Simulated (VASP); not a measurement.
TiB2, 3 atoms in the cell. The structure is hexagonal, space group P6/mmm (No. 191). The conventional cell has a = 3.000 Å, b = 3.000 Å, c = 3.300 Å, α = 90.00°, β = 90.00°, γ = 120.00°. Ti (site symmetry 6/mmm) has 12 B at 2.39 Å and 6 Ti at 3.00 Å within 3.2 Å. Within 2.3 Å of B (site symmetry -6m2) lie 3 B at 1.73 Å. 

```yaml
Program: VASP 6.6.1
Task: relaxation of cell and atoms
Functional: PBEsol
Potentials_or_basis: VASP PAW PBE potentials, release 64 (Ti_sv, B)
Cutoff: 600 eV
k_mesh: 10 × 10 × 8
Occupations: fermi-dirac, width 0.05 eV
Spin: no spin polarisation
Target_pressure: 30 GPa
Dipole_correction: no
Further_INCAR_settings: ALGO = Normal; EDIFF = 1e-07; IBRION = 2; EDIFFG = -0.03; NSW = 80; ISIF = 3
```

Potentials or basis: VASP PAW PBE potentials, release 64 (Ti_sv, B).

Launch:

```sh
$ cat potpaw_PBE.64/Ti_sv/POTCAR potpaw_PBE.64/B/POTCAR > POTCAR
$ mpirun -np 1 vasp_std > vasp.out
```

Hardware: 1 thread of Intel(R) Xeon(R) 6975P-C (Granite Rapids), with other jobs on the host.

Q: Estimate the wall time of this run.

A: Wall time 64 s on 1 thread of Intel(R) Xeon(R) 6975P-C (Granite Rapids), on a shared host, peak memory 0.16 GiB. Counts: scf iterations 66, k points 70, ion steps 6.
